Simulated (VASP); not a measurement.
# ZrB2 (P6/mmm) in VASP: a series of runs, part 2 of 2

VASP 6.6.1. The steps go on from the part before.

## Step 4: Single point, PBE (volume scaled by 0.94, then relaxed in part)

The input, INCAR:

```
SYSTEM = ZrB2
PREC = Accurate ; ENCUT = 520
EDIFF = 1E-7 ; ISMEAR = 0
SIGMA = 0.1 ; LREAL = .False.
LASPH = .True. ; NELM = 80
ALGO = Normal ; ISIF = 2
LWAVE = .False. ; LCHARG = .False.
GGA = PE ; NBANDS = 16
```

The input, KPOINTS:

```
regular mesh
0
Gamma
  15 15 12
  0 0 0
```

The input, POSCAR:

```
ZrB2
1.0
    3.1100670087      0.0000000000      0.0000000000
   -1.5550335043      2.6933970370      0.0000000000
    0.0000000000      0.0000000000      3.4618747333
Zr B
1 2
Direct
    0.0000000000      0.0000000000      0.0000000000
    0.3333333333      0.6666666667      0.5000000000
    0.6666666667      0.3333333333      0.5000000000
```

Potentials or basis: VASP PAW PBE potentials, release 64 (Zr_sv, B).

Launch:

```bash
> cat potpaw_PBE.64/Zr_sv/POTCAR potpaw_PBE.64/B/POTCAR > POTCAR
> mpirun -np 1 vasp_std > vasp.out
```

OUTCAR:

```text
SYSTEM = ZrB2
   PREC = Accurate
   ENCUT = 520
   EDIFF = 1E-7
   ISMEAR = 0
   LREAL = .False.
   LASPH = .True.
   NELM = 80
   ISIF = 2
   GGA = PE

 ion  position               nearest neighbor table
   1  0.000  0.000  0.000-   2 2.49   3 2.49   2 2.49   3 2.49   2 2.49   2 2.49   3 2.49   3 2.49
                             3 2.49   3 2.49   2 2.49   2 2.49
   2  0.333  0.667  0.500-   3 1.80   3 1.80   3 1.80   1 2.49   1 2.49   1 2.49   1 2.49   1 2.49
                             1 2.49
   3  0.667  0.333  0.500-   2 1.80   2 1.80   2 1.80   1 2.49   1 2.49   1 2.49   1 2.49   1 2.49
                             1 2.49

  LATTYP: Found a hexagonal cell.
[... 649 lines left out ...]
 [... further k-points ...]
[... 5 lines left out ...]
  --------------------------------------------------------------------------------------
  -------------------------------------------------------------------------------------
  Total        3.0360334      3.0360334      3.0497909      0.0000000     -0.0000000     -0.0000000
  in kB      167.7396178    167.7396178    168.4997146      0.0000000     -0.0000000     -0.0000000
  external PRESSURE =     167.9929834 kB  Pullay stress =       0.0000000 kB

 VOLUME and BASIS-vectors are now :
 -----------------------------------------------------------------------------
  energy-cutoff  :      520.00
  volume of cell :       29.00
      direct lattice vectors                 reciprocal lattice vectors
     3.110067009  0.000000000  0.000000000     0.321536480  0.185639174  0.000000000
    -1.555033504  2.693397037  0.000000000     0.000000000  0.371278347  0.000000000
     0.000000000  0.000000000  3.461874733     0.000000000  0.000000000  0.288860827

 POSITION                                       TOTAL-FORCE (eV/Angst)
 -----------------------------------------------------------------------------------
      0.00000      0.00000      0.00000         0.000000      0.000000      0.000000
     -0.00000      1.79560      1.73094         0.000000      0.000000      0.000000
      1.55503      0.89780      1.73094        -0.000000     -0.000000      0.000000
 -----------------------------------------------------------------------------------
    total drift:                               -0.000000      0.000000      0.000000

  FREE ENERGIE OF THE ION-ELECTRON SYSTEM (eV)
  ---------------------------------------------------
  free  energy   TOTEN  =       -24.8849072540 eV

  energy  without entropy=      -24.8838690538  energy(sigma->0) =      -24.88438815
```

Wall time 34 s (1 thread of AMD EPYC 9R45 (Zen 5), shared host); peak memory 0.18 GiB.

What came out:

- Free energy: -24.8849 eV
- Pressure: 16.8 GPa
- Band gap on the k mesh: zero (band 9 reaches 11.99 eV, above the bottom of band 10 at 10.93 eV)

Caveat: the cell differs from its parent crystal (volume scaled by 0.94, then relaxed in part).

## Step 5: Single point, PBE (volume scaled by 0.97, then relaxed in part)

The input, INCAR:

```
SYSTEM = ZrB2
PREC = Accurate
ENCUT = 520
EDIFF = 1E-6
ISMEAR = 0
SIGMA = 0.1
LREAL = .FALSE.
LASPH = .TRUE.
NELM = 80
ALGO = Normal
ISIF = 2
LWAVE = .FALSE.
LCHARG = .TRUE.
GGA = PE
LELF = .TRUE.
LVHAR = .TRUE.
NBANDS = 16
```

The input, KPOINTS:

```
regular mesh
0
G
  15 15 12
  0 0 0
```

The input, POSCAR:

```
ZrB2
1.0
    3.1410324252      0.0000000000      0.0000000000
   -1.5705162126      2.7202138743      0.0000000000
    0.0000000000      0.0000000000      3.5022720880
Zr B
1 2
Direct
    0.0000000000      0.0000000000      0.0000000000
    0.3333333333      0.6666666667      0.5000000000
    0.6666666667      0.3333333333      0.5000000000
```

Launch:

```bash
> cat potpaw_PBE.64/Zr_sv/POTCAR potpaw_PBE.64/B/POTCAR > POTCAR
> mpirun -np 1 vasp_std > vasp.out
```

It took 34 s on 1 thread of AMD EPYC 9R45 (Zen 5), shared host; peak memory 0.18 GiB.

Results (log left out):

```
Free energy            : -24.9561 eV
Pressure               : 7.8 GPa
Band gap on the k mesh : zero (band 9 reaches 11.62 eV, above the bottom of band 10 at 10.59 eV)
```

Levels at points of the mesh, in eV from the Fermi level:
```csv
k point,band 7,band 8,band 9,band 10,band 11,band 12
"(0.00, 0.00, 0.00)",-2.68,-2.64,-2.33,3.53,3.53,4.32
"(0.00, 0.00, 0.50)",-0.97,-0.97,0.35,0.35,0.81,0.81
```

Caveat: the cell differs from its parent crystal (volume scaled by 0.97, then relaxed in part).

## Step 6: Single point, PBE

This run uses another cell than the first one, of 10.28 Å³/atom, 1.136 times its volume.

The input, INCAR:

```
  PREC = Accurate
  ENCUT = 520
  EDIFF = 1E-6
  ISMEAR = 0
  SIGMA = 0.1
  LREAL = F
  LASPH = T
  NELM = 100
  ALGO = Normal
  ISIF = 2
  LWAVE = F
  LCHARG = F
  GGA = PE
  NBANDS = 16
```

The input, KPOINTS:

```
regular mesh
0
Gamma
  15 15 12
```

The input, POSCAR:

```
ZrB2
1.0
    3.1711659769      0.0000000000      0.0000000000
   -1.5855829884      2.7463102956      0.0000000000
    0.0000000000      0.0000000000      3.5422975716
Zr B
1 2
Direct
    0.0000000000      0.0000000000      0.0000000000
    0.3333333333      0.6666666667      0.5000000000
    0.6666666667      0.3333333333      0.5000000000
```

Potentials or basis: VASP PAW PBE potentials, release 64 (Zr_sv, B).

Launch:

```bash
> cat potpaw_PBE.64/Zr_sv/POTCAR potpaw_PBE.64/B/POTCAR > POTCAR
> mpirun -np 1 vasp_std > vasp.out
```

Run time: 33 s. Hardware: 1 thread of AMD EPYC 9R45 (Zen 5), shared host; peak memory 0.18 GiB.

The run converged. Its results:

* Free energy: -24.9793 eV
* Pressure: 0.1 GPa
* Band gap on the k mesh: zero (band 9 reaches 11.27 eV, above the bottom of band 10 at 10.26 eV)

Stress tensor (GPa, compression positive):
```
0.09 0.00 0.00
0.00 0.09 0.00
0.00 0.00 0.18
```

Levels at points of the mesh, in eV from the Fermi level:
```tsv
k point	band 5	band 6	band 7	band 8	band 9	band 10	band 11	band 12	band 13	band 14
(0.00, 0.00, 0.00)	-12.71	-2.60	-2.60	-2.58	-2.36	3.39	3.39	4.15	4.15	4.87
(0.00, 0.00, 0.50)	-10.71	-6.95	-0.95	-0.95	0.35	0.35	0.78	0.78	1.79	5.06
```

## Step 7: Overview

```csv
cell,gap on the mesh (eV),pressure (GPa)
"a = 3.045, b = 3.045, c = 3.380 Å, angles 90.0, 90.0, 120.0°, 3 atoms",none,39.3
"a = 3.078, b = 3.078, c = 3.421 Å, angles 90.0, 90.0, 120.0°, 3 atoms",none,27.2
"a = 3.110, b = 3.110, c = 3.462 Å, angles 90.0, 90.0, 120.0°, 3 atoms",none,16.8
"a = 3.141, b = 3.141, c = 3.502 Å, angles 90.0, 90.0, 120.0°, 3 atoms",none,7.8
"a = 3.171, b = 3.171, c = 3.542 Å, angles 90.0, 90.0, 120.0°, 3 atoms",none,0.1
```

Alike in all rows: task single point; level PBE; potentials or basis VASP PAW PBE potentials, release 64 (Zr_sv, B); no spin polarisation; k mesh 15 × 15 × 12; cutoff (eV) 520; smearing gaussian 0.1 eV.

Total energies depend on the potentials used, so only differences within one code and one set of settings carry meaning.
